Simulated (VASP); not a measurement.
Runs of VASP 6.6.1 on Ag. The structure is that of space group P6_3/mmc (No. 194), or close to it. The cells are those of the table. 

| task | level | potentials or basis | spin | cell | k mesh | cutoff (eV) | gap on the mesh (eV) | pressure (GPa) |
| --- | --- | --- | --- | --- | --- | --- | --- | --- |
| single point | LDA | VASP PAW LDA potentials, release 64 (Ag) | off | a = 2.870, b = 2.870, c = 4.692 Å, angles 90.0, 90.0, 120.0°, 2 atoms | 10 × 10 × 6 | 520 | none | -4.8 |
| single point | LDA | VASP PAW LDA potentials, release 64 (Ag) | off | a = 2.987, b = 2.987, c = 4.884 Å, angles 90.0, 90.0, 120.0°, 2 atoms | 10 × 10 × 6 | 520 | none | -13.8 |
| single point | PBEsol | VASP PAW PBE potentials, release 64 (Ag) | off | a = 2.838, b = 2.838, c = 4.616 Å, angles 90.0, 90.0, 120.0°, 2 atoms | 10 × 10 × 6 | 520 | none | (b) |
| single point | PBE | VASP PAW PBE potentials, release 64 (Ag) | off | a = 2.890, b = 2.890, c = 4.725 Å, angles 90.0, 90.0, 120.0°, 2 atoms | 10 × 10 × 6 | 520 | none | 4.7 |
| single point | PBEsol | VASP PAW PBE potentials, release 64 (Ag) | off | a = 2.930, b = 2.930, c = 4.790 Å, angles 90.0, 90.0, 120.0°, 2 atoms | 10 × 10 × 6 | 520 | none | -6.3 |
| relaxation of cell and atoms | PBEsol | VASP PAW PBE potentials, release 64 (Ag) | off | relaxed to 30 GPa from a = 2.930, b = 2.930, c = 4.790 Å, angles 90.0, 90.0, 120.0°, 2 atoms | 10 × 10 × 6 | 600 | none | 30.0 |
| single point | PBEsol | VASP PAW PBE potentials, release 64 (Ag) | non-collinear, zero start, SOC | a = 2.930, b = 2.930, c = 4.790 Å, angles 90.0, 90.0, 120.0°, 2 atoms | 8 × 8 × 4 | 520 | - | -6.2 |
| relaxation of cell and atoms | PBEsol | VASP PAW PBE potentials, release 64 (Ag) | off | relaxed from a = 2.930, b = 2.930, c = 4.790 Å, angles 90.0, 90.0, 120.0°, 2 atoms | 10 × 10 × 6 | 600 | none | 0.0 |
| single point | r2SCAN | VASP PAW PBE potentials, release 64 (Ag) | off | a = 2.987, b = 2.987, c = 4.884 Å, angles 90.0, 90.0, 120.0°, 2 atoms | 10 × 10 × 6 | 520 | none | -6.7 |
| single point | LDA | VASP PAW LDA potentials, release 64 (Ag) | off | a = 2.969, b = 2.969, c = 4.853 Å, angles 90.0, 90.0, 120.0°, 2 atoms | 10 × 10 × 6 | 520 | none | -12.8 |
| single point | PBE | VASP PAW PBE potentials, release 64 (Ag) | off | a = 2.969, b = 2.969, c = 4.853 Å, angles 90.0, 90.0, 120.0°, 2 atoms | 10 × 10 × 6 | 520 | none | (a) |
| single point | r2SCAN | VASP PAW PBE potentials, release 64 (Ag) | off | a = 2.969, b = 2.969, c = 4.853 Å, angles 90.0, 90.0, 120.0°, 2 atoms | 10 × 10 × 6 | 520 | none | -5.5 |

Alike in all rows: smearing fermi-dirac 0.05 eV.

Task: Estimate the missing entries.

Result: (a) -2.7; (b) 4.8.

Caveats: the PAW data sets were made with another functional, which shifts forces and pressure a little (some runs); the cell is relaxed towards a set pressure, so the enthalpy falls and the energy may rise (some runs).

A k mesh can miss the band edges, and rows without SOC leave out spin-orbit coupling on Ag.

A gap of «none» marks levels without a gap at the run's occupations.
